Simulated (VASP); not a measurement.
# Ti3C in VASP: a series of runs

Ti3C is run at these levels: PBE; tasks: single point, relaxation of the atoms.

Program: VASP 6.6.1. These are calculated values, not measurements. Logs are shortened: lines on timing, memory, paths and dates and some standing lists are left out, and cuts for length are marked.

### 1 The cell of the first run

The cell holds a slab with vacuum, 4 atoms: a = 2.908 Å, b = 2.908 Å, c = 19.306 Å, α = 90.00°, β = 90.00°, γ = 90.00°.

### 2 Single point, PBE

INCAR

```
ALGO     = Normal         # electronic algorithm
DIPOL    = 0.5 0.5 0.343
EDIFF    = 1E-7           # SCF threshold, eV
ENCUT    = 520            # plane-wave cutoff, eV
GGA      = PE             # functional
IDIPOL   = 3            
ISIF     = 2              # what is computed and relaxed
ISMEAR   = 0              # smearing method
LASPH    = T              # aspherical terms in the spheres
LCHARG   = F              # write CHGCAR
LDIPOL   = T            
LREAL    = F              # projectors in reciprocal space
LWAVE    = F              # write WAVECAR
NBANDS   = 28             # bands
NELM     = 100            # most SCF steps
PREC     = Accurate       # precision mode
SIGMA    = 0.1            # smearing width, eV
```

KPOINTS

```
k-points
0
Gamma
  9 9 1
```

POSCAR

```
Ti3C
1.0
    2.9075446952      0.0000000000      0.0000000000
    0.0000000000      2.9075446952      0.0000000000
    0.0000000000      0.0000000000     19.3059824261
Ti C
3 1
Direct
    0.5000000000      0.5000000000      0.2071896634
    0.0000000000      0.0000000000      0.3057583540
    0.5000000000      0.5000000000      0.4043297178
    0.8333333333      0.8333333333      0.4558893692
```

Potentials or basis: VASP PAW PBE potentials, release 64 (Ti_sv, C).

Launch:

```bash
$ cat potpaw_PBE.64/Ti_sv/POTCAR potpaw_PBE.64/C/POTCAR > POTCAR
$ mpirun -np 1 vasp_std > vasp.out
```

OUTCAR:

```text
EDIFF = 1E-7
   ENCUT = 520
   GGA = PE
   ISIF = 2
   ISMEAR = 0
   LASPH = T
   LREAL = F
   NELM = 100
   PREC = Accurate

 ion  position               nearest neighbor table
   1  0.500  0.500  0.207-   2 2.80   2 2.80   2 2.80   2 2.80
   2  0.000  0.000  0.306-   1 2.80   1 2.80   1 2.80   1 2.80   3 2.80   3 2.80   3 2.80   3 2.80

   3  0.500  0.500  0.404-   4 1.69   4 2.38   4 2.38   2 2.80   2 2.80   2 2.80   2 2.80
   4  0.833  0.833  0.456-   3 1.69   3 2.38   3 2.38

  LATTYP: Found a simple tetragonal cell.
 ALAT       =     2.9075446952
 C/A-ratio  =     6.6399606713

  Lattice vectors:

 A1 = (   2.9075446952,   0.0000000000,   0.0000000000)
 A2 = (   0.0000000000,   2.9075446952,   0.0000000000)
 A3 = (   0.0000000000,   0.0000000000,  19.3059824261)

Analysis of symmetry for initial positions (statically):
=====================================================================
 Subroutine PRICEL returns:
 Original cell was already a primitive cell.

 Routine SETGRP: Setting up the symmetry group for a
 simple tetragonal supercell.

 Subroutine GETGRP returns: Found  2 space group operations
 (whereof  2 operations were pure point group operations)
 out of a pool of 16 trial point group operations.

The static configuration has the point symmetry C_1h.

Analysis of symmetry for dynamics (positions and initial velocities):
=====================================================================
 Subroutine PRICEL returns:
 Original cell was already a primitive cell.

 Routine SETGRP: Setting up the symmetry group for a
 simple tetragonal supercell.

 Subroutine GETGRP returns: Found  2 space group operations
 (whereof  2 operations were pure point group operations)
 out of a pool of 16 trial point group operations.

The dynamic configuration has the point symmetry C_1h.

 Subroutine INISYM returns: Found  2 space group operations
 (whereof  2 operations are pure point group operations),
 and found     1 'primitive' translations

----------------------------------------------------------------------------------------

                                     Primitive cell

  volume of cell :     163.2092

  direct lattice vectors                    reciprocal lattice vectors
     2.907544695  0.000000000  0.000000000     0.343932804  0.000000000  0.000000000
     0.000000000  2.907544695  0.000000000     0.000000000  0.343932804  0.000000000
     0.000000000  0.000000000 19.305982426     0.000000000  0.000000000  0.051797416

  length of vectors
     2.907544695  2.907544695 19.305982426     0.343932804  0.343932804  0.051797416

  position of ions in fractional coordinates (direct lattice)
     0.500000000  0.500000000  0.207189663
     0.000000000  0.000000000  0.305758354
     0.500000000  0.500000000  0.404329718
     0.833333333  0.833333333  0.455889369

  ion indices of the primitive-cell ions
   primitive index   ion index
                 1           1
                 2           2
                 3           3
                 4           4

----------------------------------------------------------------------------------------

 KPOINTS: k-points

Automatic generation of k-mesh.
 Grid dimensions read from file:
 generate k-points for:    9    9    1

 Generating k-lattice:

  Cartesian coordinates                     Fractional coordinates (reciprocal lattice)
     0.038214756  0.000000000  0.000000000     0.111111111  0.000000000  0.000000000
     0.000000000  0.038214756  0.000000000     0.000000000  0.111111111  0.000000000
     0.000000000  0.000000000  0.051797416     0.000000000  0.000000000  1.000000000

  Length of vectors
     0.038214756  0.038214756  0.051797416

  Shift w.r.t. Gamma in fractional coordinates (k-lattice)
     0.000000000  0.000000000  0.000000000

 Subroutine IBZKPT returns following result:
 ===========================================

 Found     25 irreducible k-points:

 Following reciprocal coordinates:
            Coordinates               Weight
  0.000000  0.000000  0.000000      1.000000
  0.111111  0.000000  0.000000      4.000000
  0.222222  0.000000  0.000000      4.000000
  0.333333  0.000000  0.000000      4.000000
  0.444444  0.000000  0.000000      4.000000
  0.111111  0.111111  0.000000      2.000000
[... 16 lines left out ...]
 -0.333333  0.444444  0.000000      4.000000
  0.444444  0.444444  0.000000      2.000000
   k-points           NKPTS =     25   k-points in BZ     NKDIM =     25   number of bands    NBANDS=     28
   number of dos      NEDOS =    301   number of ions     NIONS =      4
   total plane-waves  NPLWV =  82944
   dimension x,y,z NGX =    24 NGY =   24 NGZ =  144
   dimension x,y,z NGXF=    48 NGYF=   48 NGZF=  288
   ions per type =               3   1
   NGX,Y,Z   is equivalent  to a cutoff of  13.72, 13.72, 12.40 a.u.
   NGXF,Y,Z  is equivalent  to a cutoff of  27.45, 27.45, 24.80 a.u.
 SYSTEM =  unknown system
   PREC   = accura    normal or accurate (medium, high low for compatibility)
   ISTART =      0    job   : 0-new  1-cont  2-samecut
   ICHARG =      2    charge: 1-file 2-atom 10-const
   ISPIN  =      1    spin polarized calculation?
   LNONCOLLINEAR =      F non collinear calculations
   LSORBIT =      F    spin-orbit coupling
   LASPH  =      T    aspherical Exc in radial PAW
   ENCUT  =  520.0 eV  38.22 Ry    6.18 a.u.   5.41  5.41 35.90*2*pi/ulx,y,z
   NELM   =    100;   NELMIN=  2; NELMDL= -5     # of ELM steps
   EDIFF  = 0.1E-06   stopping-criterion for ELM
   LREAL  =      F    real-space projection
   EDIFFG = 0.1E-05   stopping-criterion for IOM
   NSW    =      0    number of steps for IOM
   IBRION =     -1    ionic relax: 0-MD 1-quasi-New 2-CG
   NFREE  =      0    steps in history (QN), initial steepest desc. (CG)
   ISIF   =      2    stress and relaxation
   ISYM   =      2    0-nonsym 1-usesym 2-fastsym
   POTIM  = 0.5000    time-step for ionic-motion
   TEBEG  =    0.0;   TEEND  =   0.0 temperature during run
   PSTRESS=    0.0 pullay stress
   NELECT =      40.0000    total number of electrons
   NUPDOWN=      -1.0000    fix difference up-down
   EMIN   =  10.00;   EMAX   =-10.00  energy-range for DOS
   EFERMI =   0.00;   METHOD = LEGACY
   ISMEAR =     0;   SIGMA  =   0.10  broadening in eV -4-tet -1-fermi 0-gaus
   EFERMI_NEDOS =   21; number of points for ismear=-14 and -15
   IALGO  =     38    algorithm
   IMIX   =      4    mixing-type and parameters
     AMIX     =   0.40;   BMIX     =  1.00
     AMIX_MAG =   1.60;   BMIX_MAG =  1.00
  volume/ion in A,a.u.               =      40.80       275.35
  Fermi-wavevector in a.u.,A,eV,Ry     =   1.024503  1.936030 14.280764  1.049607
  Thomas-Fermi vector in A             =   2.158294
   LORBIT       =      0    0 simple, 1 ext, 2 COOP (PROOUT), +10 PAW based schemes
   GGA     = PE    functional components
   LHFCALC =     F    Hartree Fock is set to
   AEXX    =    0.0000 exact exchange contribution
   IVDW    =     0    specifies the selected vdW correction
   LEPSILON=     F    determine dielectric tensor
   LRPA    =     F    only Hartree local field effects (RPA)
 non-spin polarized calculation
 Gauss-broadening in eV      SIGMA  =   0.10
  energy-cutoff  :      520.00
  volume of cell :      163.21
 maximum number of plane-waves:      4439
 NGX is ok and might be reduce to    24
   NGX = 11   NGY = 11   NGZ = 71

 number of electron      40.0000013 magnetization

 dipolmoment           0.000000      0.000000      0.120750 electrons x Angstroem

 Free energy of the ion-electron system (eV)
  ---------------------------------------------------
  ext. energy  EPLUGINS =         0.00000000
  ---------------------------------------------------
  free energy    TOTEN  =       -28.67664398 eV

  energy without entropy =      -28.63217604  energy(sigma->0) =      -28.65441001

 E-fermi :  -0.5117     XC(G=0):  -5.0147

 val. band max:       -0.5118694634   @ k =  -0.3333   0.3333   0.0000
 cond. band min:      -0.5037043205   @ k =   0.1111   0.0000   0.0000
 fundamental gap:      0.0081651429
 Fermi energy:        -0.5117348548

 k-point     1 :       0.0000    0.0000    0.0000
  band No.  band energies     occupation
      1     -57.3641      2.00000
      2     -56.9815      2.00000
      3     -56.3638      2.00000
      4     -33.7771      2.00000
      5     -33.4043      2.00000
      6     -33.3913      2.00000
[... 20 lines left out ...]
     27       2.0130      0.00000
     28       2.2194      0.00000

 k-point     2 :       0.1111    0.0000    0.0000
  band No.  band energies     occupation
      1     -57.3583      2.00000
      2     -56.9770      2.00000
      3     -56.3592      2.00000
      4     -33.7705      2.00000
      5     -33.4603      2.00000
      6     -33.3911      2.00000
[... 20 lines left out ...]
     27       2.1213      0.00000
     28       2.2693      0.00000

 k-point     3 :       0.2222    0.0000    0.0000
  band No.  band energies     occupation
      1     -57.3435      2.00000
      2     -56.9657      2.00000
      3     -56.3476      2.00000
      4     -33.7581      2.00000
      5     -33.5835      2.00000
      6     -33.3757      2.00000
[... 20 lines left out ...]
     27       1.9722      0.00000
     28       2.3976      0.00000

 k-point     4 :       0.3333    0.0000    0.0000
  band No.  band energies     occupation
      1     -57.3265      2.00000
      2     -56.9529      2.00000
      3     -56.3344      2.00000
      4     -33.7579      2.00000
      5     -33.7067      2.00000
      6     -33.3576      2.00000
[... 578 lines left out ...]
     27       2.5443      0.00000
     28       3.1584      0.00000

 k-point    23 :      -0.3333    0.4444    0.0000
  band No.  band energies     occupation
      1     -57.2856      2.00000
      2     -56.9141      2.00000
      3     -56.2926      2.00000
      4     -33.7369      2.00000
      5     -33.6947      2.00000
      6     -33.6198      2.00000
[... 20 lines left out ...]
     27       2.4699      0.00000
     28       3.1179      0.00000

 k-point    24 :       0.4444    0.4444    0.0000
  band No.  band energies     occupation
      1     -57.2768      2.00000
      2     -56.9052      2.00000
      3     -56.2829      2.00000
      4     -33.7357      2.00000
      5     -33.7298      2.00000
      6     -33.6279      2.00000
[... 20 lines left out ...]
     27       2.8738      0.00000
     28       3.2022      0.00000

 [... further k-points ...]

------------------------ aborting loop because EDIFF is reached ----------------------------------------

 vacuum level on the upper side and lower side of the slab       (xc-potential included)         1.107        -1.464

  FORCE on cell =-STRESS in cart. coord.  units (eV):
  Direction    XX          YY          ZZ          XY          YZ          ZX
  --------------------------------------------------------------------------------------
  -------------------------------------------------------------------------------------
  Total        3.1132814      3.1132814      0.4344186      3.2088631      3.0188486      3.0188482
  in kB       30.5621744     30.5621744      4.2645609     31.5004721     29.6351560     29.6351517
  external PRESSURE =      21.7963032 kB  Pullay stress =       0.0000000 kB

 VOLUME and BASIS-vectors are now :
 -----------------------------------------------------------------------------
  energy-cutoff  :      520.00
  volume of cell :      163.21
      direct lattice vectors                 reciprocal lattice vectors
     2.907544695  0.000000000  0.000000000     0.343932804  0.000000000  0.000000000
     0.000000000  2.907544695  0.000000000     0.000000000  0.343932804  0.000000000
     0.000000000  0.000000000 19.305982426     0.000000000  0.000000000  0.051797416

 POSITION                                       TOTAL-FORCE (eV/Angst)
 -----------------------------------------------------------------------------------
      1.45377      1.45377      4.00000         0.016323      0.016323      0.406527
      0.00000      0.00000      5.90297         0.117338      0.117338     -1.005980
      1.45377      1.45377      7.80598        -3.453447     -3.453447      0.517599
      2.42295      2.42295      8.80139         3.319786      3.319786      0.081855
 -----------------------------------------------------------------------------------
    total drift:                               -0.000051     -0.000051     -0.000397

  FREE ENERGIE OF THE ION-ELECTRON SYSTEM (eV)
  ---------------------------------------------------
  free  energy   TOTEN  =       -28.6766439769 eV

  energy  without entropy=      -28.6321760371  energy(sigma->0) =      -28.65441001

 vacuum level on the upper side and lower side of the slab         5.852         3.208
```

It took 2 min on 1 thread of Intel Xeon Platinum 8559C (Emerald Rapids), shared host; peak memory 0.32 GiB.

Results:

```
Free energy            : -28.6766 eV
Largest force          : 4.911 eV/Å
Band gap on the k mesh : zero (bands 20 and 21 overlap by 0.18 eV)
```

Forces in eV/Å, atoms in the order of the input:
```
Ti   0.016  0.016  0.407
Ti   0.117  0.117 -1.006
Ti  -3.453 -3.453  0.518
C    3.320  3.320  0.082
```

Levels at points of the mesh, in eV from the Fermi level:
| k point | band 17 | band 18 | band 19 | band 20 | band 21 | band 22 | band 23 | band 24 |
| --- | --- | --- | --- | --- | --- | --- | --- | --- |
| (0.00, 0.00, 0.00) | -2.11 | -1.13 | -0.49 | -0.02 | 0.41 | 1.13 | 1.27 | 2.07 |

(Continued in part 2 of 2.)
